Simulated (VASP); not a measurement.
# BN (Fmm2) in VASP: notebook

The runs below take BN through single point, with r2SCAN.

All numbers are computed with VASP 6.6.1; they aren't measurements. Logs are shortened: lines on timing, memory, paths and dates and some standing lists are left out, and cuts for length are marked.

## (1) The cell of the first run

It takes space group Fmm2 (No. 42, orthorhombic). The conventional cell has a = 2.524 Å, b = 7.048 Å, c = 4.368 Å, α = 90.00°, β = 90.00°, γ = 90.00°. Within 1.9 Å of B (site symmetry mm2) lie 3 N at 1.46 Å. Within 1.9 Å of N (site symmetry mm2) lie 3 B at 1.46 Å.

## (2) Single point, r2SCAN

POSCAR reads:

```
BN
1.0
    0.0000000000      3.5242042191      2.1839933904
    1.2619765352      0.0000000000      2.1839933904
    1.2619765352      3.5242042191      0.0000000000
B N
1 1
Direct
    0.0000490000      0.0000490000      0.9999510000
    0.6666666667      0.6666666667      0.3333333333
```

INCAR.step1 reads:

```
PREC     = Accurate       # precision mode
ENCUT    = 520            # plane-wave cutoff, eV
ISMEAR   = 1              # smearing method
SIGMA    = 0.01           # smearing width, eV
LREAL    = F              # projectors in reciprocal space
LASPH    = T              # aspherical terms in the spheres
NELM     = 80             # most SCF steps
NBANDS   = 11             # bands
GGA      = PE             # functional
ALGO     = Normal         # electronic algorithm
EDIFF    = 1E-4           # SCF threshold, eV
LWAVE    = T              # write WAVECAR
LCHARG   = F              # write CHGCAR
```

INCAR.step2 reads:

```
PREC     = Accurate       # precision mode
ENCUT    = 520            # plane-wave cutoff, eV
EDIFF    = 1E-6           # SCF threshold, eV
ISMEAR   = 1              # smearing method
SIGMA    = 0.01           # smearing width, eV
LREAL    = F              # projectors in reciprocal space
LASPH    = T              # aspherical terms in the spheres
NELM     = 80             # most SCF steps
ALGO     = Normal         # electronic algorithm
ISIF     = 2              # what is computed and relaxed
LWAVE    = F              # write WAVECAR
LCHARG   = F              # write CHGCAR
METAGGA  = R2SCAN         # meta-GGA
LMIXTAU  = T            
NBANDS   = 11             # bands
ISTART   = 1
```

KPOINTS reads:

```
regular mesh
0
Gamma
  8 8 8
```

Potentials or basis: VASP PAW PBE potentials, release 64 (B, N).

The run is started by

```sh
$ cat potpaw_PBE.64/B/POTCAR potpaw_PBE.64/N/POTCAR > POTCAR
$ cp INCAR.step1 INCAR
$ mpirun -np 1 vasp_std > vasp.out
$ cp INCAR.step2 INCAR
$ mpirun -np 1 vasp_std > vasp.out
```

OUTCAR:

```text
PREC = Accurate
   ENCUT = 520
   EDIFF = 1E-6
   ISMEAR = 1
   LREAL = F
   LASPH = T
   NELM = 80
   ISIF = 2
   METAGGA = R2SCAN
   ISTART = 1

 ion  position               nearest neighbor table
   1  0.000  0.000  1.000-   2 1.46   2 1.46   2 1.46
   2  0.667  0.667  0.333-   1 1.46   1 1.46   1 1.46

  LATTYP: Found a face centered orthorhombic cell.
 ALAT       =     2.5239530704
 B/A-ratio  =     1.7306133113
 C/A-ratio  =     2.7926067726

  Lattice vectors:

 A1 = (   0.0000000000,   3.5242042191,   2.1839933904)
 A2 = (  -1.2619765352,   3.5242042191,   0.0000000000)
 A3 = (  -1.2619765352,   0.0000000000,   2.1839933904)

Analysis of symmetry for initial positions (statically):
=====================================================================
 Subroutine PRICEL returns:
 Original cell was already a primitive cell.

 Routine SETGRP: Setting up the symmetry group for a
 face centered orthorhombic supercell.

 Subroutine GETGRP returns: Found  4 space group operations
 (whereof  4 operations were pure point group operations)
 out of a pool of  8 trial point group operations.

The static configuration has the point symmetry C_2v.

Analysis of symmetry for dynamics (positions and initial velocities):
=====================================================================
 Subroutine PRICEL returns:
 Original cell was already a primitive cell.

 Routine SETGRP: Setting up the symmetry group for a
 face centered orthorhombic supercell.

 Subroutine GETGRP returns: Found  4 space group operations
 (whereof  4 operations were pure point group operations)
 out of a pool of  8 trial point group operations.

The dynamic configuration has the point symmetry C_2v.

 Subroutine INISYM returns: Found  4 space group operations
 (whereof  4 operations are pure point group operations),
 and found     1 'primitive' translations

----------------------------------------------------------------------------------------

                                     Primitive cell

  volume of cell :      19.4265

  direct lattice vectors                    reciprocal lattice vectors
     0.000000000  3.524204219  2.183993390    -0.396203880  0.141876001  0.228938422
     1.261976535  0.000000000  2.183993390     0.396203880 -0.141876001  0.228938422
     1.261976535  3.524204219  0.000000000     0.396203880  0.141876001 -0.228938422

  length of vectors
     4.146063495  2.522382188  3.743340774     0.479081533  0.479081533  0.479081533

  position of ions in fractional coordinates (direct lattice)
     0.000049000  0.000049000  0.999951000
     0.666666667  0.666666667  0.333333333

  ion indices of the primitive-cell ions
   primitive index   ion index
                 1           1
                 2           2

----------------------------------------------------------------------------------------

 KPOINTS: regular mesh

Automatic generation of k-mesh.
 Grid dimensions read from file:
 generate k-points for:    8    8    8

 Generating k-lattice:

  Cartesian coordinates                     Fractional coordinates (reciprocal lattice)
    -0.049525485  0.017734500  0.028617303     0.125000000  0.000000000  0.000000000
     0.049525485 -0.017734500  0.028617303     0.000000000  0.125000000  0.000000000
     0.049525485  0.017734500 -0.028617303     0.000000000  0.000000000  0.125000000

  Length of vectors
     0.059885192  0.059885192  0.059885192

  Shift w.r.t. Gamma in fractional coordinates (k-lattice)
     0.000000000  0.000000000  0.000000000

 Subroutine IBZKPT returns following result:
 ===========================================

 Found     95 irreducible k-points:

 Following reciprocal coordinates:
            Coordinates               Weight
  0.000000  0.000000  0.000000      1.000000
  0.125000 -0.000000 -0.000000      8.000000
  0.250000 -0.000000 -0.000000      8.000000
  0.375000 -0.000000 -0.000000      8.000000
  0.500000 -0.000000 -0.000000      4.000000
  0.125000  0.125000  0.000000      2.000000
[... 16 lines left out ...]
  0.250000 -0.000000  0.125000      8.000000
  0.375000 -0.000000  0.125000      8.000000
 [... further k-points ...]
   k-points           NKPTS =     95   k-points in BZ     NKDIM =     95   number of bands    NBANDS=     11
   number of dos      NEDOS =    301   number of ions     NIONS =      2
   total plane-waves  NPLWV =  17920
   dimension x,y,z NGX =    32 NGY =   20 NGZ =   28
   dimension x,y,z NGXF=    64 NGYF=   40 NGZF=   56
   ions per type =               1   1
   NGX,Y,Z   is equivalent  to a cutoff of  12.83, 13.18, 12.44 a.u.
   NGXF,Y,Z  is equivalent  to a cutoff of  25.66, 26.36, 24.87 a.u.
 SYSTEM =  unknown system
   PREC   = accura    normal or accurate (medium, high low for compatibility)
   ISTART =      1    job   : 0-new  1-cont  2-samecut
   ICHARG =      0    charge: 1-file 2-atom 10-const
   ISPIN  =      1    spin polarized calculation?
   LNONCOLLINEAR =      F non collinear calculations
   LSORBIT =      F    spin-orbit coupling
   LASPH  =      T    aspherical Exc in radial PAW
   ENCUT  =  520.0 eV  38.22 Ry    6.18 a.u.   7.71  4.69  6.96*2*pi/ulx,y,z
   NELM   =     80;   NELMIN=  2; NELMDL=  0     # of ELM steps
   EDIFF  = 0.1E-05   stopping-criterion for ELM
   LREAL  =      F    real-space projection
[... 7 lines left out ...]
   TEBEG  =    0.0;   TEEND  =   0.0 temperature during run
   PSTRESS=    0.0 pullay stress
   NELECT =       8.0000    total number of electrons
   NUPDOWN=      -1.0000    fix difference up-down
   EMIN   =  10.00;   EMAX   =-10.00  energy-range for DOS
   EFERMI =   0.00;   METHOD = LEGACY
   ISMEAR =     1;   SIGMA  =   0.01  broadening in eV -4-tet -1-fermi 0-gaus
   EFERMI_NEDOS =   21; number of points for ismear=-14 and -15
   IALGO  =     38    algorithm
   IMIX   =      4    mixing-type and parameters
     AMIX     =   0.40;   BMIX     =  1.00
     AMIX_MAG =   1.60;   BMIX_MAG =  1.00
  volume/ion in A,a.u.               =       9.71        65.55
  Fermi-wavevector in a.u.,A,eV,Ry     =   1.217980  2.301649 20.183917  1.483476
  Thomas-Fermi vector in A             =   2.353282
   LORBIT       =      0    0 simple, 1 ext, 2 COOP (PROOUT), +10 PAW based schemes
   METAGGA = R2SCAN    functional components
   LHFCALC =     F    Hartree Fock is set to
   AEXX    =    0.0000 exact exchange contribution
   IVDW    =     0    specifies the selected vdW correction
   LEPSILON=     F    determine dielectric tensor
   LRPA    =     F    only Hartree local field effects (RPA)
 non-spin polarized calculation
 Methfessel and Paxton  Order N= 1 SIGMA  =   0.01
  energy-cutoff  :      520.00
  volume of cell :       19.43
 maximum number of plane-waves:       533
   NGX = 15   NGY =  9   NGZ = 13

 number of electron       8.0000000 magnetization

 Free energy of the ion-electron system (eV)
  ---------------------------------------------------
  ext. energy  EPLUGINS =         0.00000000
  ---------------------------------------------------
  free energy    TOTEN  =       -19.28726860 eV

  energy without entropy =      -19.28726860  energy(sigma->0) =      -19.28726860

 E-fermi :   1.7040     XC(G=0): -10.2873

 val. band max:        1.5871310459   @ k =   0.5000  -0.3750   0.1250
 cond. band min:       5.8960814437   @ k =   0.0000   0.5000   0.5000
 fundamental gap:      4.3089503978
 Fermi energy:         1.7039692887

 k-point     1 :       0.0000    0.0000    0.0000
  band No.  band energies     occupation
      1     -17.1539      2.00000
      2      -2.9355      2.00000
      3       0.0845      2.00000
      4       0.0932      2.00000
      5       6.7030      0.00000
      6      13.6128      0.00000
      7      13.6723      0.00000
      8      15.4868      0.00000
      9      16.4199      0.00000
     10      28.2459      0.00000
     11      29.3417      0.00000

 k-point     2 :       0.1250   -0.0000   -0.0000
  band No.  band energies     occupation
      1     -16.8377      2.00000
      2      -2.6235      2.00000
      3      -1.1522      2.00000
      4      -0.4663      2.00000
      5       7.3980      0.00000
      6      13.4975      0.00000
      7      14.3633      0.00000
      8      14.9584      0.00000
      9      17.4204      0.00000
     10      26.0977      0.00000
     11      29.0399      0.00000

 k-point     3 :       0.2500   -0.0000   -0.0000
  band No.  band energies     occupation
      1     -15.9397      2.00000
      2      -3.8142      2.00000
      3      -1.6929      2.00000
      4      -1.5607      2.00000
      5       9.0016      0.00000
      6      11.7664      0.00000
      7      13.2643      0.00000
      8      18.2496      0.00000
      9      19.4992      0.00000
     10      22.4963      0.00000
     11      27.2998      0.00000

 k-point     4 :       0.3750   -0.0000   -0.0000
  band No.  band energies     occupation
      1     -14.6977      2.00000
      2      -6.4405      2.00000
      3      -2.4443      2.00000
      4      -0.3254      2.00000
      5       8.1936      0.00000
      6      11.4441      0.00000
      7      13.7520      0.00000
      8      19.5056      0.00000
      9      21.8008      0.00000
     10      22.1723      0.00000
     11      25.8072      0.00000
[... 239 lines left out ...]
 k-point    22 :       0.1250    0.0000    0.1250
  band No.  band energies     occupation
      1     -17.1282      2.00000
      2      -3.2227      2.00000
      3       0.0856      2.00000
      4       0.0895      2.00000
      5       7.3136      0.00000
      6      13.6175      0.00000
      7      13.6563      0.00000
      8      15.2988      0.00000
      9      16.6296      0.00000
     10      28.0415      0.00000
     11      28.6856      0.00000

 k-point    23 :       0.2500   -0.0000    0.1250
  band No.  band energies     occupation
      1     -16.7915      2.00000
      2      -3.1156      2.00000
      3      -1.1495      2.00000
      4      -0.4663      2.00000
      5       8.4685      0.00000
      6      13.4621      0.00000
      7      14.4470      0.00000
      8      14.9628      0.00000
      9      17.4320      0.00000
     10      26.0698      0.00000
     11      28.4781      0.00000

 k-point    24 :       0.3750   -0.0000    0.1250
  band No.  band energies     occupation
      1     -15.8863      2.00000
      2      -3.8281      2.00000
      3      -2.2276      2.00000
      4      -1.5610      2.00000
      5       9.8051      0.00000
      6      12.3550      0.00000
      7      13.6080      0.00000
      8      18.2492      0.00000
      9      19.0742      0.00000
     10      22.9843      0.00000
     11      27.2095      0.00000

 [... further k-points ...]
[... 5 lines left out ...]
  --------------------------------------------------------------------------------------
  -------------------------------------------------------------------------------------
  Total       -1.0089728     -0.0569819     -1.0081866      0.0000000      0.0000000      0.0000000
  in kB      -83.2140000     -4.6995270    -83.1491582      0.0000000      0.0000000      0.0000000
  external PRESSURE =     -57.0208951 kB  Pullay stress =       0.0000000 kB

 VOLUME and BASIS-vectors are now :
 -----------------------------------------------------------------------------
  energy-cutoff  :      520.00
  volume of cell :       19.43
      direct lattice vectors                 reciprocal lattice vectors
     0.000000000  3.524204219  2.183993390    -0.396203880  0.141876001  0.228938422
     1.261976535  0.000000000  2.183993390     0.396203880 -0.141876001  0.228938422
     1.261976535  3.524204219  0.000000000     0.396203880  0.141876001 -0.228938422

 POSITION                                       TOTAL-FORCE (eV/Angst)
 -----------------------------------------------------------------------------------
      1.26198      3.52420      0.00021         0.000000      0.000000      0.010017
      1.26198      3.52420      2.91199         0.000000      0.000000     -0.010017
 -----------------------------------------------------------------------------------
    total drift:                               -0.000003     -0.000012     -0.000094

  FREE ENERGIE OF THE ION-ELECTRON SYSTEM (eV)
  ---------------------------------------------------
  free  energy   TOTEN  =       -19.2872686031 eV

  energy  without entropy=      -19.2872686031  energy(sigma->0) =      -19.28726860
```

Run time: 1.8 min. Hardware: 1 thread of AMD EPYC 9R45 (Zen 5), shared host; peak memory 0.12 GiB.

What came out:

| Item | Value |
| --- | --- |
| Free energy | -19.2873 eV |
| Pressure | -5.7 GPa |
| Largest force | 0.010 eV/Å |
| Band gap on the k mesh | 4.31 eV, indirect (least direct gap 5.36 eV) |

Forces on the atoms (eV/Å):
```
B    0.000  0.000  0.010
N    0.000  0.000 -0.010
```

Levels at points of the mesh, in eV from the valence-band top:
```csv
k point,band 1,band 2,band 3,band 4,band 5,band 6,band 7,band 8,band 9
"(0.00, 0.00, 0.00)",-18.74,-4.52,-1.50,-1.49,5.12,12.03,12.09,13.90,14.83
"(0.50, 0.00, 0.00)",-15.54,-9.28,-4.36,-1.02,5.16,10.23,13.83,16.18,20.50
"(0.50, 0.50, 0.00)",-15.58,-9.36,-4.35,-0.53,6.39,9.80,12.62,14.19,20.21
"(0.50, 0.00, 0.50)",-18.56,-6.16,-1.52,-1.49,10.05,11.98,12.03,12.24,16.74
"(0.00, 0.50, 0.50)",-15.49,-9.18,-4.39,-1.46,4.31,10.31,15.10,19.31,20.19
```

Caveat: the PAW data sets were made with another functional, which shifts forces and pressure a little. r2SCAN opens gaps a little over a GGA but as a rule still falls short of measured ones.

## (3) Single point, r2SCAN

This run uses another cell than the first one, of 9.95 Å³/atom, 1.024 times its volume.

POSCAR reads:

```
BN
1.0
    0.0000000000      3.5526264483      2.2016070009
    1.2721542049      0.0000000000      2.2016070009
    1.2721542049      3.5526264483      0.0000000000
B N
1 1
Direct
    0.0000490000      0.0000490000      0.9999510000
    0.6666666667      0.6666666667      0.3333333333
```

INCAR.step1 reads:

```
SYSTEM = BN
PREC = Accurate
ENCUT = 520
ISMEAR = 1
SIGMA = 0.01
LREAL = .False.
LASPH = .True.
NELM = 60
NBANDS = 11
GGA = PE
ALGO = Normal
EDIFF = 1E-4
LWAVE = .True.
LCHARG = .False.
```

INCAR.step2 reads:

```
SYSTEM = BN
PREC = Accurate
ENCUT = 520
EDIFF = 1E-7
ISMEAR = 1
SIGMA = 0.01
LREAL = .False.
LASPH = .True.
NELM = 60
ALGO = Normal
ISIF = 2
LWAVE = .False.
LCHARG = .True.
METAGGA = R2SCAN
LMIXTAU = .True.
LELF = .True.
LVHAR = .True.
NBANDS = 11
ISTART = 1
```

KPOINTS reads:

```
Automatic mesh
0
Gamma
  8 8 8
  0 0 0
```

Potentials or basis: VASP PAW PBE potentials, release 64 (B, N).

The run is started by

```sh
$ cat potpaw_PBE.64/B/POTCAR potpaw_PBE.64/N/POTCAR > POTCAR
$ cp INCAR.step1 INCAR
$ mpirun -np 1 vasp_std > vasp.out
$ cp INCAR.step2 INCAR
$ mpirun -np 1 vasp_std > vasp.out
```

It took 2.2 min on 1 thread of AMD EPYC 9R45 (Zen 5), shared host; peak memory 0.12 GiB.

Results (log left out):

```
Free energy            : -19.2635 eV
Pressure               : -10.7 GPa
Largest force          : 0.009 eV/Å
Band gap on the k mesh : 4.29 eV, indirect (least direct gap 5.29 eV)
```

Forces in eV/Å, atoms in the order of the input:
```
B    0.000  0.000  0.009
N    0.000  0.000 -0.009
```

Stress tensor (GPa, compression positive):
```
-15.74   0.00   0.00
  0.00  -0.56   0.00
  0.00   0.00 -15.73
```

Levels at points of the mesh, in eV from the valence-band top:
```csv
k point,band 1,band 2,band 3,band 4,band 5,band 6,band 7,band 8
"(0.00, 0.00, 0.00)",-18.58,-4.42,-1.52,-1.51,5.08,11.83,11.89,13.60
"(0.50, 0.00, 0.00)",-15.46,-9.17,-4.31,-0.99,5.11,9.98,13.67,15.99
"(0.50, 0.50, 0.00)",-15.50,-9.25,-4.30,-0.52,6.30,9.58,12.49,14.04
"(0.50, 0.00, 0.50)",-18.41,-6.00,-1.54,-1.51,9.90,11.75,11.79,11.91
"(0.00, 0.50, 0.50)",-15.41,-9.08,-4.34,-1.42,4.29,10.05,14.91,18.95
```

Caveat: the PAW data sets were made with another functional, which shifts forces and pressure a little.
